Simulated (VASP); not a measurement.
# W3C in VASP: a series of runs, part 2 of 2

VASP 6.6.1. Earlier steps stand in the parts before.

### 4 Single point, PBE

File INCAR:

```
SYSTEM = W3C
PREC = Accurate ; ENCUT = 520
EDIFF = 1E-6 ; ISMEAR = 0
SIGMA = 0.1 ; LREAL = .False.
LASPH = .True. ; NELM = 100
ALGO = Normal ; ISIF = 2
LWAVE = .False. ; LCHARG = .False.
LDIPOL = .True. ; IDIPOL = 3
DIPOL = 0.5 0.5 0.360 ; GGA = PE
NBANDS = 31
```

File KPOINTS:

```
regular mesh
0
Gamma
  9 9 1
  0 0 0
```

File POSCAR:

```
W3C
1.0
    2.8547213223      0.0000000000      0.0000000000
   -1.4273606611      2.4722611858      0.0000000000
    0.0000000000      0.0000000000     20.1973423164
W C
3 1
Direct
    0.6666666667      0.3333333333      0.1980458586
    0.3333333333      0.6666666667      0.3143385340
    0.0000000000      0.0000000000      0.4306181566
    0.1666666667      0.6666666667      0.4951931096
```

Potentials or basis: VASP PAW PBE potentials, release 64 (W_sv, C).

Launch:

```sh
> cat potpaw_PBE.64/W_sv/POTCAR potpaw_PBE.64/C/POTCAR > POTCAR
> mpirun -np 1 vasp_std > vasp.out
```

OUTCAR:

```text
SYSTEM = W3C
   PREC = Accurate
   ENCUT = 520
   EDIFF = 1E-6
   ISMEAR = 0
   LREAL = .False.
   LASPH = .True.
   NELM = 100
   ISIF = 2
   GGA = PE

 ion  position               nearest neighbor table
   1  0.667  0.333  0.198-   2 2.87   2 2.87   2 2.87
   2  0.333  0.667  0.314-   3 2.87   3 2.87   3 2.87   1 2.87   1 2.87   1 2.87
   3  0.000  0.000  0.431-   4 1.81   4 2.15   4 2.45   2 2.87   2 2.87   2 2.87
   4  0.167  0.667  0.495-   3 1.81   3 2.15   3 2.45

  LATTYP: Found a hexagonal cell.
 ALAT       =     2.8547213223
 C/A-ratio  =     7.0750661925

  Lattice vectors:

 A1 = (   2.8547213223,   0.0000000000,   0.0000000000)
 A2 = (  -1.4273606611,   2.4722611858,   0.0000000000)
 A3 = (   0.0000000000,   0.0000000000,  20.1973423164)

Analysis of symmetry for initial positions (statically):
=====================================================================
 Subroutine PRICEL returns:
 Original cell was already a primitive cell.

 Routine SETGRP: Setting up the symmetry group for a
 hexagonal supercell.

 Subroutine GETGRP returns: Found  1 space group operations
 (whereof  1 operations were pure point group operations)
 out of a pool of 24 trial point group operations.

The static configuration has the point symmetry C_1 .

Analysis of symmetry for dynamics (positions and initial velocities):
=====================================================================
 Subroutine PRICEL returns:
 Original cell was already a primitive cell.

 Routine SETGRP: Setting up the symmetry group for a
 hexagonal supercell.

 Subroutine GETGRP returns: Found  1 space group operations
 (whereof  1 operations were pure point group operations)
 out of a pool of 24 trial point group operations.

The dynamic configuration has the point symmetry C_1 .

 Subroutine INISYM returns: Found  1 space group operations
 (whereof  1 operations are pure point group operations),
 and found     1 'primitive' translations

----------------------------------------------------------------------------------------

                                     Primitive cell

  volume of cell :     142.5451

  direct lattice vectors                    reciprocal lattice vectors
     2.854721322  0.000000000  0.000000000     0.350296890  0.202244004  0.000000000
    -1.427360661  2.472261186  0.000000000     0.000000000  0.404488007  0.000000000
     0.000000000  0.000000000 20.197342316     0.000000000  0.000000000  0.049511465

  length of vectors
     2.854721322  2.854721322 20.197342316     0.404488007  0.404488007  0.049511465

  position of ions in fractional coordinates (direct lattice)
     0.666666667  0.333333333  0.198045859
     0.333333333  0.666666667  0.314338534
     0.000000000  0.000000000  0.430618157
     0.166666667  0.666666667  0.495193110

  ion indices of the primitive-cell ions
   primitive index   ion index
                 1           1
                 2           2
                 3           3
                 4           4

----------------------------------------------------------------------------------------

 KPOINTS: regular mesh

Automatic generation of k-mesh.
 Grid dimensions read from file:
 generate k-points for:    9    9    1

 Generating k-lattice:

  Cartesian coordinates                     Fractional coordinates (reciprocal lattice)
     0.038921877  0.022471556  0.000000000     0.111111111 -0.000000000  0.000000000
     0.000000000  0.044943112  0.000000000     0.000000000  0.111111111  0.000000000
     0.000000000  0.000000000  0.049511465     0.000000000  0.000000000  1.000000000

  Length of vectors
     0.044943112  0.044943112  0.049511465

  Shift w.r.t. Gamma in fractional coordinates (k-lattice)
     0.000000000  0.000000000  0.000000000

 Subroutine IBZKPT returns following result:
 ===========================================

 Found     41 irreducible k-points:

 Following reciprocal coordinates:
            Coordinates               Weight
  0.000000  0.000000  0.000000      1.000000
  0.111111 -0.000000  0.000000      2.000000
  0.000000  0.111111  0.000000      2.000000
 -0.111111  0.111111  0.000000      2.000000
  0.222222 -0.000000  0.000000      2.000000
  0.000000  0.222222  0.000000      2.000000
[... 16 lines left out ...]
  0.333333  0.111111  0.000000      2.000000
 -0.111111  0.444444  0.000000      2.000000
 [... further k-points ...]
   k-points           NKPTS =     41   k-points in BZ     NKDIM =     41   number of bands    NBANDS=     31
   number of dos      NEDOS =    301   number of ions     NIONS =      4
   total plane-waves  NPLWV =  86400
   dimension x,y,z NGX =    24 NGY =   24 NGZ =  150
   dimension x,y,z NGXF=    48 NGYF=   48 NGZF=  300
   ions per type =               3   1
   NGX,Y,Z   is equivalent  to a cutoff of  13.98, 13.98, 12.35 a.u.
   NGXF,Y,Z  is equivalent  to a cutoff of  27.95, 27.95, 24.69 a.u.
 SYSTEM =  W3C
   PREC   = accura    normal or accurate (medium, high low for compatibility)
   ISTART =      0    job   : 0-new  1-cont  2-samecut
   ICHARG =      2    charge: 1-file 2-atom 10-const
   ISPIN  =      1    spin polarized calculation?
   LNONCOLLINEAR =      F non collinear calculations
   LSORBIT =      F    spin-orbit coupling
   LASPH  =      T    aspherical Exc in radial PAW
   ENCUT  =  520.0 eV  38.22 Ry    6.18 a.u.   5.31  5.31 37.55*2*pi/ulx,y,z
   NELM   =    100;   NELMIN=  2; NELMDL= -5     # of ELM steps
   EDIFF  = 0.1E-05   stopping-criterion for ELM
   LREAL  =      F    real-space projection
[... 7 lines left out ...]
   TEBEG  =    0.0;   TEEND  =   0.0 temperature during run
   PSTRESS=    0.0 pullay stress
   NELECT =      46.0000    total number of electrons
   NUPDOWN=      -1.0000    fix difference up-down
   EMIN   =  10.00;   EMAX   =-10.00  energy-range for DOS
   EFERMI =   0.00;   METHOD = LEGACY
   ISMEAR =     0;   SIGMA  =   0.10  broadening in eV -4-tet -1-fermi 0-gaus
   EFERMI_NEDOS =   21; number of points for ismear=-14 and -15
   IALGO  =     38    algorithm
   IMIX   =      4    mixing-type and parameters
     AMIX     =   0.40;   BMIX     =  1.00
     AMIX_MAG =   1.60;   BMIX_MAG =  1.00
  volume/ion in A,a.u.               =      35.64       240.49
  Fermi-wavevector in a.u.,A,eV,Ry     =   1.122906  2.121984 17.155825  1.260918
  Thomas-Fermi vector in A             =   2.259569
   LORBIT       =      0    0 simple, 1 ext, 2 COOP (PROOUT), +10 PAW based schemes
   GGA     = PE    functional components
   LHFCALC =     F    Hartree Fock is set to
   AEXX    =    0.0000 exact exchange contribution
   IVDW    =     0    specifies the selected vdW correction
   LEPSILON=     F    determine dielectric tensor
   LRPA    =     F    only Hartree local field effects (RPA)
 non-spin polarized calculation
 Gauss-broadening in eV      SIGMA  =   0.10
  energy-cutoff  :      520.00
  volume of cell :      142.55
 maximum number of plane-waves:      3867
 NGX is ok and might be reduce to    24
   NGX = 11   NGY = 11   NGZ = 75

 dipolmoment           0.000000      0.000000     -0.080752 electrons x Angstroem

 number of electron      46.0000000 magnetization

 dipolmoment           0.000000      0.000000      0.052125 electrons x Angstroem

 Free energy of the ion-electron system (eV)
  ---------------------------------------------------
  ext. energy  EPLUGINS =         0.00000000
  ---------------------------------------------------
  free energy    TOTEN  =       -42.55692502 eV

  energy without entropy =      -42.53666969  energy(sigma->0) =      -42.54679735

 E-fermi :   0.4101     XC(G=0):  -6.1276

 val. band max:        0.4077341862   @ k =  -0.4444   0.4444   0.0000
 cond. band min:       0.4284586109   @ k =   0.4444   0.4444   0.0000
 fundamental gap:      0.0207244246
 Fermi energy:         0.4100963945

 k-point     1 :       0.0000    0.0000    0.0000
  band No.  band energies     occupation
      1     -73.3594      2.00000
      2     -73.3057      2.00000
      3     -73.0894      2.00000
      4     -37.9745      2.00000
      5     -37.5735      2.00000
      6     -37.1856      2.00000
[... 805 lines left out ...]
     30       5.2711      0.00000
     31       5.6780      0.00000

 [... further k-points ...]

------------------------ aborting loop because EDIFF is reached ----------------------------------------

 vacuum level on the upper side and lower side of the slab       (xc-potential included)         0.447        -0.896

  FORCE on cell =-STRESS in cart. coord.  units (eV):
  Direction    XX          YY          ZZ          XY          YZ          ZX
  --------------------------------------------------------------------------------------
  -------------------------------------------------------------------------------------
  Total       -0.1350332      0.7660715      1.6344291     -0.8891970     -1.3818971      2.6581412
  in kB       -1.5177452      8.6104848     18.3706437     -9.9943894    -15.5322361     29.8769549
  external PRESSURE =       8.4877944 kB  Pullay stress =       0.0000000 kB

 VOLUME and BASIS-vectors are now :
 -----------------------------------------------------------------------------
  energy-cutoff  :      520.00
  volume of cell :      142.55
      direct lattice vectors                 reciprocal lattice vectors
     2.854721322  0.000000000  0.000000000     0.350296890  0.202244004  0.000000000
    -1.427360661  2.472261186  0.000000000     0.000000000  0.404488007  0.000000000
     0.000000000  0.000000000 20.197342316     0.000000000  0.000000000  0.049511465

 POSITION                                       TOTAL-FORCE (eV/Angst)
 -----------------------------------------------------------------------------------
      1.42736      0.82409      4.00000         0.024662     -0.044426     -0.147828
     -0.00000      1.64817      6.34880         0.136691     -0.084120     -0.349258
      0.00000      0.00000      8.69734        -2.534299      1.499847      0.377282
     -0.47579      1.64817     10.00158         2.372946     -1.371300      0.119803
 -----------------------------------------------------------------------------------
    total drift:                                0.000081     -0.000047      0.000576

  FREE ENERGIE OF THE ION-ELECTRON SYSTEM (eV)
  ---------------------------------------------------
  free  energy   TOTEN  =       -42.5569250165 eV

  energy  without entropy=      -42.5366696903  energy(sigma->0) =      -42.54679735

 vacuum level on the upper side and lower side of the slab         6.742         5.356
```

stdout:

```text
POSCAR found type information on POSCAR W C
 POSCAR found :  2 types and       4 ions
 scaLAPACK will be used
 LDA part: xc-table for (Slater+PW92), standard interpolation
 POSCAR, INCAR and KPOINTS ok, starting setup
 FFT: planning ... GRIDC
 FFT: planning ... GRID_SOFT
 FFT: planning ... GRID
 WAVECAR not read
 entering main loop
```

Run time: 11 min. Hardware: 1 thread of Intel Xeon 8259CL, shared host; peak memory 0.36 GiB.

Results:

- Free energy: -42.5569 eV
- Largest force: 2.969 eV/Å
- Band gap on the k mesh: zero (bands 23 and 24 overlap by 0.72 eV)

Forces in eV/Å, atoms in the order of the input:
```
W    0.025 -0.044 -0.148
W    0.137 -0.084 -0.349
W   -2.534  1.500  0.377
C    2.373 -1.371  0.120
```

Caveat: spin-orbit coupling is left out, which moves the levels of the heavy elements.

### 5 Single point, PBE

File INCAR:

```
ALGO = Normal
DIPOL = 0.5 0.5 0.360
EDIFF = 1E-6
ENCUT = 520
GGA = PE
IDIPOL = 3
ISIF = 2
ISMEAR = 0
LASPH = T
LCHARG = F
LDIPOL = T
LREAL = F
LWAVE = F
NBANDS = 31
NELM = 80
PREC = Accurate
SIGMA = 0.1
```

File KPOINTS:

```
k-points
0
Gamma
  9 9 1
```

Changes to POSCAR since step 4:

```diff
@@ -11,2 +11,2 @@
     0.0000000000      0.0000000000      0.4306181566
-    0.1666666667      0.6666666667      0.4951931096
+    0.5000000000      0.3333333333      0.4952119839
```

Launch:

```sh
> cat potpaw_PBE.64/W_sv/POTCAR potpaw_PBE.64/C/POTCAR > POTCAR
> mpirun -np 1 vasp_std > vasp.out
```

Run time: 11 min. Hardware: 1 thread of Intel Xeon 8259CL, shared host; peak memory 0.36 GiB.

It converged, with:

* Free energy: -42.6216 eV
* Largest force: 3.065 eV/Å
* Band gap on the k mesh: zero (bands 23 and 24 overlap by 0.77 eV)

Forces on the atoms (eV/Å):
```
W    0.055  0.022 -0.125
W   -0.146  0.035  0.005
W   -2.578 -1.558  0.007
C    2.670  1.501  0.113
```

Levels at points of the mesh, in eV from the Fermi level:
| k point | band 19 | band 20 | band 21 | band 22 | band 23 | band 24 | band 25 | band 26 | band 27 | band 28 |
| --- | --- | --- | --- | --- | --- | --- | --- | --- | --- | --- |
| (0.00, 0.00, 0.00) | -1.57 | -1.14 | -0.56 | -0.42 | -0.04 | -0.02 | 0.16 | 0.54 | 1.90 | 2.19 |

Caveat: spin-orbit coupling is left out, which moves the levels of the heavy elements.

### 6 Overview

| cell | gap on the mesh (eV) | largest force (eV/Å) |
| --- | --- | --- |
| as given, atomic positions A | none | 2.48 |
| as given, atomic positions B | none | 1.54 |
| as given, atomic positions C | none | 2.97 |
| as given, atomic positions D | none | 3.06 |

Alike in all rows: task single point; level PBE; potentials or basis VASP PAW PBE potentials, release 64 (W_sv, C); no spin polarisation; k mesh 9 × 9 × 1; cutoff (eV) 520; smearing gaussian 0.1 eV.

Caveats: spin-orbit coupling is left out, which moves the levels of the heavy elements.

Total energies depend on the potentials used, so only differences within one code and one set of settings carry meaning.

The gap in the log of VASP goes by the Fermi energy; the results here count the filled bands.